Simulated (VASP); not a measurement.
# InP (F-43m) in VASP: single point with PBE

Aim: the single point of InP with PBE.

Everything below comes from runs of VASP 6.6.1. Logs are shortened: lines on timing, memory, paths and dates and some standing lists are left out, and cuts for length are marked.

### 1 The cell of the first run

The structure is cubic, space group F-43m (No. 216). Conventional cell: a = 5.861 Å, b = 5.861 Å, c = 5.861 Å, α = 90.00°, β = 90.00°, γ = 90.00°. Within 3.3 Å of In (site symmetry -43m) lie 4 P at 2.54 Å. P (site symmetry -43m) has 4 In at 2.54 Å within 3.3 Å.

### 2 Single point, PBE

File INCAR:

```
SYSTEM = InP
PREC     = Accurate       ! precision mode
ENCUT    = 520            ! plane-wave cutoff, eV
EDIFF    = 1E-7           ! SCF threshold, eV
ISMEAR   = 0              ! smearing method
SIGMA    = 0.05           ! smearing width, eV
LREAL    = Auto         
LASPH    = .True.         ! aspherical terms in the spheres
NELM     = 80             ! most SCF steps
ALGO     = Normal         ! electronic algorithm
ISIF     = 2              ! what is computed and relaxed
LWAVE    = .False.        ! write WAVECAR
LCHARG   = .True.         ! write CHGCAR
GGA      = PE             ! functional
LELF     = .True.         ! ELF
LVHAR    = .True.       
NBANDS   = 276            ! bands
```

File KPOINTS:

```
Automatic mesh
0
Gamma
  1 1 1
  0 0 0
```

File POSCAR:

```
InP
1.0
    0.0000000000      8.7915000000      8.7915000000
    8.7915000000      0.0000000000      8.7915000000
    8.7915000000      8.7915000000      0.0000000000
In P
27 27
Direct
    0.0000000000      0.0000000000      0.0000000000
    0.0000000000      0.0000000000      0.3333330000
    0.0000000000      0.0000000000      0.6666670000
    0.0000000000      0.3333330000      0.0000000000
    0.0000000000      0.3333330000      0.3333330000
    0.0000000000      0.3333330000      0.6666670000
    0.0000000000      0.6666670000      0.0000000000
    0.0000000000      0.6666670000      0.3333330000
    0.0000000000      0.6666670000      0.6666670000
    0.3333330000      0.0000000000      0.0000000000
    0.3333330000      0.0000000000      0.3333330000
    0.3333330000      0.0000000000      0.6666670000
    0.3333330000      0.3333330000      0.0000000000
    0.3333330000      0.3333330000      0.3333330000
    0.3333330000      0.3333330000      0.6666670000
    0.3333330000      0.6666670000      0.0000000000
    0.3333330000      0.6666670000      0.3333330000
    0.3333330000      0.6666670000      0.6666670000
    0.6666670000      0.0000000000      0.0000000000
    0.6666670000      0.0000000000      0.3333330000
    0.6666670000      0.0000000000      0.6666670000
    0.6666670000      0.3333330000      0.0000000000
    0.6666670000      0.3333330000      0.3333330000
    0.6666670000      0.3333330000      0.6666670000
    0.6666670000      0.6666670000      0.0000000000
    0.6666670000      0.6666670000      0.3333330000
    0.6666670000      0.6666670000      0.6666670000
    0.0833330000      0.0833330000      0.0833330000
    0.0833330000      0.0833330000      0.4166670000
    0.0833330000      0.0833330000      0.7500000000
    0.0833330000      0.4166670000      0.0833330000
    0.0833330000      0.4166670000      0.4166670000
    0.0833330000      0.4166670000      0.7500000000
    0.0833330000      0.7500000000      0.0833330000
    0.0833330000      0.7500000000      0.4166670000
    0.0833330000      0.7500000000      0.7500000000
    0.4166670000      0.0833330000      0.0833330000
    0.4166670000      0.0833330000      0.4166670000
    0.4166670000      0.0833330000      0.7500000000
    0.4166670000      0.4166670000      0.0833330000
    0.4166670000      0.4166670000      0.4166670000
    0.4166670000      0.4166670000      0.7500000000
    0.4166670000      0.7500000000      0.0833330000
    0.4166670000      0.7500000000      0.4166670000
    0.4166670000      0.7500000000      0.7500000000
    0.7500000000      0.0833330000      0.0833330000
    0.7500000000      0.0833330000      0.4166670000
    0.7500000000      0.0833330000      0.7500000000
    0.7500000000      0.4166670000      0.0833330000
    0.7500000000      0.4166670000      0.4166670000
    0.7500000000      0.4166670000      0.7500000000
    0.7500000000      0.7500000000      0.0833330000
    0.7500000000      0.7500000000      0.4166670000
    0.7500000000      0.7500000000      0.7500000000
```

Potentials or basis: VASP PAW PBE potentials, release 64 (In_d, P).

Run with:

```console
cat potpaw_PBE.64/In_d/POTCAR potpaw_PBE.64/P/POTCAR > POTCAR
mpirun -np 1 vasp_gam > vasp.out
```

OUTCAR:

```text
SYSTEM = InP
   PREC = Accurate
   ENCUT = 520
   EDIFF = 1E-7
   ISMEAR = 0
   LREAL = Auto
   LASPH = .True.
   NELM = 80
   ISIF = 2
   GGA = PE

 ion  position               nearest neighbor table
   1  0.000  0.000  0.000-  28 2.54  30 2.54  34 2.54  46 2.54
   2  0.000  0.000  0.333-  28 2.54  29 2.54  35 2.54  47 2.54
   3  0.000  0.000  0.667-  30 2.54  29 2.54  36 2.54  48 2.54
   4  0.000  0.333  0.000-  28 2.54  31 2.54  33 2.54  49 2.54
   5  0.000  0.333  0.333-  29 2.54  31 2.54  50 2.54  32 2.54
   6  0.000  0.333  0.667-  30 2.54  32 2.54  33 2.54  51 2.54
[... 46 lines left out ...]
  53  0.750  0.750  0.417-   8 2.54  20 2.54  26 2.54  27 2.54
  54  0.750  0.750  0.750-  27 2.54  21 2.54  25 2.54   9 2.54

  LATTYP: Found a face centered cubic cell.
 ALAT       =    17.5830000000

  Lattice vectors:

 A1 = (   0.0000000000,   8.7915000000,   8.7915000000)
 A2 = (   8.7915000000,   0.0000000000,   8.7915000000)
 A3 = (   8.7915000000,   8.7915000000,   0.0000000000)

Analysis of symmetry for initial positions (statically):
=====================================================================
 Subroutine PRICEL returns following result:

  LATTYP: Found a face centered cubic cell.
 ALAT       =     5.8609941390

  Lattice vectors:

 A1 = (   0.0000000000,   2.9304970695,   2.9304970695)
 A2 = (   2.9304970695,   0.0000000000,   2.9304970695)
 A3 = (   2.9304970695,   2.9304970695,   0.0000000000)

  27 primitive cells build up your supercell.

 Routine SETGRP: Setting up the symmetry group for a
 face centered cubic supercell.

 Subroutine GETGRP returns: Found 24 space group operations
 (whereof 24 operations were pure point group operations)
 out of a pool of 48 trial point group operations.

The static configuration has the point symmetry T_d .

Analysis of symmetry for dynamics (positions and initial velocities):
=====================================================================
 Subroutine PRICEL returns following result:

  LATTYP: Found a face centered cubic cell.
 ALAT       =     5.8609941390

  Lattice vectors:

 A1 = (   0.0000000000,   2.9304970695,   2.9304970695)
 A2 = (   2.9304970695,   0.0000000000,   2.9304970695)
 A3 = (   2.9304970695,   2.9304970695,   0.0000000000)

  27 primitive cells build up your supercell.

 Routine SETGRP: Setting up the symmetry group for a
 face centered cubic supercell.

 Subroutine GETGRP returns: Found 24 space group operations
 (whereof 24 operations were pure point group operations)
 out of a pool of 48 trial point group operations.

The dynamic configuration has the point symmetry T_d .

 Subroutine INISYM returns: Found 24 space group operations
 (whereof 24 operations are pure point group operations),
 and found    27 'primitive' translations

----------------------------------------------------------------------------------------

                                     Primitive cell

  volume of cell :      50.3331

  direct lattice vectors                    reciprocal lattice vectors
     0.000000000  2.930497070  2.930497070    -0.170619519  0.170619519  0.170619519
     2.930497070  0.000000000  2.930497070     0.170619519 -0.170619519  0.170619519
     2.930497070  2.930497070  0.000000000     0.170619519  0.170619519 -0.170619519

  length of vectors
     4.144348700  4.144348700  4.144348700     0.295521675  0.295521675  0.295521675

  position of ions in fractional coordinates (direct lattice)
     0.000000000  0.000000000  0.000000000
     0.249999250  0.249999250  0.249999250

  ion indices of the primitive-cell ions
   primitive index   ion index
                 1           1
                 2          28

----------------------------------------------------------------------------------------

 KPOINTS: Automatic mesh

Automatic generation of k-mesh.
 Grid dimensions read from file:
 generate k-points for:    1    1    1

 Generating k-lattice:

  Cartesian coordinates                     Fractional coordinates (reciprocal lattice)
    -0.056873116  0.056873116  0.056873116     1.000000000  0.000000000  0.000000000
     0.056873116 -0.056873116  0.056873116     0.000000000  1.000000000  0.000000000
     0.056873116  0.056873116 -0.056873116     0.000000000  0.000000000  1.000000000

  Length of vectors
     0.098507127  0.098507127  0.098507127

  Shift w.r.t. Gamma in fractional coordinates (k-lattice)
     0.000000000  0.000000000  0.000000000

 Subroutine IBZKPT returns following result:
 ===========================================

 Found      1 irreducible k-points:

 Following reciprocal coordinates:
            Coordinates               Weight
  0.000000  0.000000  0.000000      1.000000
   k-points           NKPTS =      1   k-points in BZ     NKDIM =      1   number of bands    NBANDS=    276
   number of dos      NEDOS =    301   number of ions     NIONS =     54
   total plane-waves  NPLWV = 884736
   dimension x,y,z NGX =    96 NGY =   96 NGZ =   96
   dimension x,y,z NGXF=   192 NGYF=  192 NGZF=  192
   ions per type =              27  27
   NGX,Y,Z   is equivalent  to a cutoff of  12.84, 12.84, 12.84 a.u.
   NGXF,Y,Z  is equivalent  to a cutoff of  25.67, 25.67, 25.67 a.u.
 SYSTEM =  InP
   PREC   = accura    normal or accurate (medium, high low for compatibility)
   ISTART =      0    job   : 0-new  1-cont  2-samecut
   ICHARG =      2    charge: 1-file 2-atom 10-const
   ISPIN  =      1    spin polarized calculation?
   LNONCOLLINEAR =      F non collinear calculations
   LSORBIT =      F    spin-orbit coupling
   LASPH  =      T    aspherical Exc in radial PAW
   ENCUT  =  520.0 eV  38.22 Ry    6.18 a.u.  23.12 23.12 23.12*2*pi/ulx,y,z
   NELM   =     80;   NELMIN=  2; NELMDL= -5     # of ELM steps
   EDIFF  = 0.1E-06   stopping-criterion for ELM
   LREAL  =      T    real-space projection
   EDIFFG = 0.1E-05   stopping-criterion for IOM
   NSW    =      0    number of steps for IOM
   IBRION =     -1    ionic relax: 0-MD 1-quasi-New 2-CG
   NFREE  =      0    steps in history (QN), initial steepest desc. (CG)
   ISIF   =      2    stress and relaxation
   ISYM   =      2    0-nonsym 1-usesym 2-fastsym
   POTIM  = 0.5000    time-step for ionic-motion
   TEBEG  =    0.0;   TEEND  =   0.0 temperature during run
   PSTRESS=    0.0 pullay stress
   NELECT =     486.0000    total number of electrons
   NUPDOWN=      -1.0000    fix difference up-down
   EMIN   =  10.00;   EMAX   =-10.00  energy-range for DOS
   EFERMI =   0.00;   METHOD = LEGACY
   ISMEAR =     0;   SIGMA  =   0.05  broadening in eV -4-tet -1-fermi 0-gaus
   EFERMI_NEDOS =   21; number of points for ismear=-14 and -15
   IALGO  =     38    algorithm
   IMIX   =      4    mixing-type and parameters
     AMIX     =   0.40;   BMIX     =  1.00
     AMIX_MAG =   1.60;   BMIX_MAG =  1.00
  volume/ion in A,a.u.               =      25.17       169.83
  Fermi-wavevector in a.u.,A,eV,Ry     =   1.162021  2.195901 18.371846  1.350293
  Thomas-Fermi vector in A             =   2.298587
   LORBIT       =      0    0 simple, 1 ext, 2 COOP (PROOUT), +10 PAW based schemes
   GGA     = PE    functional components
   LHFCALC =     F    Hartree Fock is set to
   AEXX    =    0.0000 exact exchange contribution
   IVDW    =     0    specifies the selected vdW correction
   LEPSILON=     F    determine dielectric tensor
   LRPA    =     F    only Hartree local field effects (RPA)
 non-spin polarized calculation
 Gauss-broadening in eV      SIGMA  =   0.05
  energy-cutoff  :      520.00
  volume of cell :     1359.00
 maximum number of plane-waves:     18331
 NGX is ok and might be reduce to    96
   NGX = 47   NGY = 47   NGZ = 47

 number of electron     486.0000131 magnetization

 Free energy of the ion-electron system (eV)
  ---------------------------------------------------
  ext. energy  EPLUGINS =         0.00000000
  ---------------------------------------------------
  free energy    TOTEN  =      -215.61659530 eV

  energy without entropy =     -215.61659530  energy(sigma->0) =     -215.61659530

 E-fermi :   5.5647     XC(G=0):  -9.2248

 val. band max:        5.3123963643   @ k =   0.0000   0.0000   0.0000
 cond. band min:       5.9893752669   @ k =   0.0000   0.0000   0.0000
 fundamental gap:      0.6769789025
 Fermi energy:         5.5646674081

 k-point     1 :       0.0000    0.0000    0.0000
  band No.  band energies     occupation
      1      -9.1420      2.00000
      2      -9.1420      2.00000
      3      -9.1420      2.00000
      4      -9.1420      2.00000
      5      -9.1420      2.00000
      6      -9.1420      2.00000
[... 247 lines left out ...]
    254       7.2932      0.00000
    255       7.2932      0.00000
 [bands above 255 left out]

------------------------ aborting loop because EDIFF is reached ----------------------------------------

  FORCE on cell =-STRESS in cart. coord.  units (eV):
  Direction    XX          YY          ZZ          XY          YZ          ZX
  --------------------------------------------------------------------------------------
  -------------------------------------------------------------------------------------
  Total       34.8700758     34.8700758     34.8700758      0.0000000      0.0000000      0.0000000
  in kB       41.1097217     41.1097217     41.1097217      0.0000000      0.0000000      0.0000000
  external PRESSURE =      41.1097217 kB  Pullay stress =       0.0000000 kB

 VOLUME and BASIS-vectors are now :
 -----------------------------------------------------------------------------
  energy-cutoff  :      520.00
  volume of cell :     1359.00
      direct lattice vectors                 reciprocal lattice vectors
     0.000000000  8.791500000  8.791500000    -0.056873116  0.056873116  0.056873116
     8.791500000  0.000000000  8.791500000     0.056873116 -0.056873116  0.056873116
     8.791500000  8.791500000  0.000000000     0.056873116  0.056873116 -0.056873116

 POSITION                                       TOTAL-FORCE (eV/Angst)
 -----------------------------------------------------------------------------------
      0.00000      0.00000      0.00000        -0.000000     -0.000000      0.000000
      2.93050      2.93050      0.00000        -0.000000     -0.000000     -0.000000
      5.86100      5.86100      0.00000        -0.000000     -0.000000      0.000000
      2.93050      0.00000      2.93050        -0.000000     -0.000000     -0.000000
      5.86099      2.93050      2.93050        -0.000000     -0.000000     -0.000000
      8.79150      5.86100      2.93050        -0.000000      0.000000      0.000000
[... 46 lines left out ...]
     10.25675     10.25675     13.18725         0.000000      0.000000      0.000000
     13.18725     13.18725     13.18725         0.000000      0.000000      0.000000
 -----------------------------------------------------------------------------------
    total drift:                               -0.000002     -0.000002     -0.000000

  FREE ENERGIE OF THE ION-ELECTRON SYSTEM (eV)
  ---------------------------------------------------
  free  energy   TOTEN  =      -215.6165952987 eV

  energy  without entropy=     -215.6165952987  energy(sigma->0) =     -215.61659530
```

Run time: 19 min. Hardware: 1 thread of AMD EPYC 7R13 (Zen 3), shared host; peak memory 1.5 GiB.

What came out:

| Property | Result |
| --- | --- |
| Free energy | -215.6166 eV |
| Pressure | 4.1 GPa |
| Band gap on the k mesh | 0.68 eV |

Levels at points of the mesh, in eV from the valence-band top:
| k point | band 240 | band 241 | band 242 | band 243 | band 244 | band 245 | band 246 | band 247 |
| --- | --- | --- | --- | --- | --- | --- | --- | --- |
| (0.00, 0.00, 0.00) | -0.79 | 0.00 | 0.00 | 0.00 | 0.68 | 1.60 | 1.60 | 1.60 |

Caveat: the k points lie up to 0.62 Å⁻¹ apart; spin-orbit coupling is left out, which moves the levels of the heavy elements. Expect the measured gap to be larger: semilocal functionals such as PBE lack the derivative discontinuity.
